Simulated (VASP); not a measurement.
# Si16Ge (a cell with a defect): single point with PBEsol

The system is Si16Ge (a cell with a defect).

```
Si Ge
1.0
     0.00000    5.43000    5.43000
     5.43000    0.00000    5.43000
     5.43000    5.43000    0.00000
Si Ge
16 1
Direct
  0.05725 0.98135 0.98098
  0.14226 0.12371 0.12333
  0.99410 0.01855 0.49394
  0.14209 0.12386 0.61130
  0.99410 0.49432 0.01818
  0.14208 0.61167 0.12349
  0.99401 0.49448 0.49411
  0.05023 0.65043 0.65005
  0.51436 0.00635 0.00597
  0.68276 0.10631 0.10593
  0.51423 0.00625 0.47431
  0.61952 0.16703 0.60695
  0.51422 0.47470 0.00587
  0.61951 0.60733 0.16665
  0.42871 0.52430 0.52392
  0.61942 0.60763 0.60726
  0.61988 0.79406 0.79367
```

```json
{"Program": "VASP 6.6.1", "Task": "single point", "Functional": "PBEsol", "Potentials or basis": "VASP PAW PBE potentials, release 64 (Si, Ge_d)", "Cutoff": "520 eV", "k mesh": "2 × 2 × 2", "Occupations": "gaussian, width 0.02 eV", "Spin": "no spin polarisation"}
```

* Pressure: 3.4 GPa
* Largest force: 0.092 eV/Å
* Band gap on the k mesh: zero (band 39 reaches 6.64 eV, above the bottom of band 40 at 6.58 eV)

Forces in eV/Å, atoms in the order of the input:
```
Si   0.037 -0.034 -0.034
Si  -0.005  0.004  0.004
Si   0.000 -0.001 -0.021
Si  -0.004  0.007  0.003
Si   0.000 -0.021 -0.002
Si  -0.003  0.002  0.008
Si   0.022  0.000 -0.002
Si   0.002 -0.004 -0.005
Si  -0.058 -0.003 -0.002
Si   0.026 -0.028 -0.028
Si   0.000  0.057 -0.001
Si   0.017 -0.013  0.023
Si   0.001 -0.002  0.058
Si   0.017  0.023 -0.013
Si   0.029 -0.026 -0.025
Si  -0.025 -0.014 -0.014
Ge  -0.057  0.051  0.051
```

Stress tensor (GPa, compression positive):
```
 3.46  0.89  0.89
 0.89  3.43 -0.88
 0.89 -0.88  3.43
```

Levels at points of the mesh, in eV from the Fermi level:
| k point | band 36 | band 37 | band 38 | band 39 | band 40 | band 41 | band 42 | band 43 |
| --- | --- | --- | --- | --- | --- | --- | --- | --- |
| (0.00, 0.00, 0.00) | -1.01 | -0.49 | -0.47 | -0.47 | -0.05 | -0.05 | 0.26 | 0.27 |
| (0.50, 0.00, 0.00) | -1.21 | -1.11 | -1.11 | -0.22 | 0.44 | 0.44 | 1.20 | 1.25 |
| (0.00, 0.50, 0.00) | -1.31 | -1.25 | -0.81 | -0.19 | 0.25 | 0.77 | 0.90 | 1.06 |
| (0.00, 0.00, 0.50) | -1.31 | -1.25 | -0.81 | -0.19 | 0.25 | 0.77 | 0.90 | 1.06 |
| (0.50, 0.50, 0.50) | -1.31 | -1.25 | -0.81 | -0.19 | 0.25 | 0.77 | 0.90 | 1.06 |
| (0.50, 0.50, 0.00) | -1.73 | -1.60 | -0.79 | 0.01 | 0.45 | 1.34 | 1.47 | 1.76 |
| (0.00, 0.50, 0.50) | -1.73 | -1.60 | -0.79 | 0.01 | 0.45 | 1.34 | 1.47 | 1.76 |
| (0.50, 0.00, 0.50) | -1.73 | -1.60 | -0.79 | 0.01 | 0.45 | 1.34 | 1.47 | 1.76 |

It took 3.7 min on 1 thread of AMD EPYC 9R45 96-Core Processor (Zen 5) (shared host), peak memory 0.46 GiB.

Caveat: the k points lie up to 0.50 Å⁻¹ apart; the PAW data sets were made with another functional, which shifts forces and pressure a little.
